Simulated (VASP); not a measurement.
TlCl:

```
Tl Cl
1.0
     3.79363    0.00000    0.00000
     0.00000    3.79363    0.00000
     0.00000    0.00000    3.79363
Tl Cl
1 1
Direct
  0.00000 0.00000 0.00000
  0.50000 0.50000 0.50000
```

Base run:

* Program: VASP 6.6.1
* Functional: PBE-based global hybrid with 30 % exact exchange
* Potentials or basis: VASP PAW PBE potentials, release 64 (Tl_d, Cl)
* Cutoff: 400 eV
* k mesh: 4 × 4 × 4
* Occupations: gaussian, width 0.01 eV
* Spin: no spin polarisation

Its results: band gap on the k mesh 3.73 eV; pressure 1.5 GPa.

The run is repeated on the same cell with these changes: functional from PBE-based global hybrid with 30 % exact exchange to HSE06; share of exact exchange from 0.3 to 0.25. What comes out?

Band gap on the k mesh 2.74 eV; pressure 1.9 GPa.

Caveats: the PAW data sets were made with another functional, which shifts forces and pressure a little; spin-orbit coupling is left out, which moves the levels of the heavy elements.

A k mesh can miss the band edges.
